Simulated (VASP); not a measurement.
Here is a VASP 6.6.1 calculation.

POSCAR

```
In
1.0
    0.0000000000      3.2400000000      3.2400000000
    3.2400000000      0.0000000000      3.2400000000
    3.2400000000      3.2400000000      0.0000000000
In
2
Direct
    1.0000000000      1.0000000000      1.0000000000
    0.2500000000      0.2500000000      0.2500000000
```

The input INCAR.step1:

```
SYSTEM = In
PREC = Accurate
ENCUT = 550
ISMEAR = -1
SIGMA = 0.05
LREAL = .FALSE.
LASPH = .TRUE.
NELM = 120
GGA = PE
ALGO = Normal
EDIFF = 1E-5
LWAVE = .TRUE.
LCHARG = .FALSE.
GGA_COMPAT = .FALSE.
IBRION = 2
ISIF = 3
EDIFFG = -0.005
NELMIN = 4
NSW = 100
```

The input INCAR.step2:

```
SYSTEM = In
PREC = Accurate
ENCUT = 550
EDIFF = 1E-7
ISMEAR = -1
SIGMA = 0.05
LREAL = .FALSE.
LASPH = .TRUE.
NELM = 120
ALGO = Normal
ISIF = 3
LWAVE = .FALSE.
LCHARG = .FALSE.
METAGGA = R2SCAN
LMIXTAU = .TRUE.
IBRION = 2
NSW = 80
EDIFFG = -0.02
ISTART = 1
GGA_COMPAT = .FALSE.
NELMIN = 4
```

KPOINTS

```
Automatic mesh
0
G
  6 6 6
  0 0 0
```

Potentials or basis: VASP PAW PBE potentials, release 64 (In_d).

The run is started by

```sh
$ cat potpaw_PBE.64/In_d/POTCAR > POTCAR
$ cp INCAR.step1 INCAR
$ mpirun -np 1 vasp_std > vasp.out
$ cp INCAR.step2 INCAR
$ mpirun -np 1 vasp_std > vasp.out
```

**Question.** Estimate the band gap on the k mesh.

**Answer.** Zero (bands 13 and 14 overlap by 3.50 eV).

**Question.** What does it give for the space group after relaxing (to 0.1 Å)?

**Answer.** Fd-3m (No. 227).

The path:
| step | energy change (eV) | largest force (eV/Å) | pressure (GPa) | volume (Å³) |
| --- | --- | --- | --- | --- |
| 1 | 0.0000 | 0.0000 | 1.93 | 68.02 |
| 2 | -0.0259 | 0.0000 | 0.25 | 72.14 |
| 3 | -0.0265 | 0.0000 | -0.04 | 73.13 |

Caveat: the PAW data sets were made with another functional, which shifts forces and pressure a little; spin-orbit coupling is left out, which moves the levels of the heavy elements.
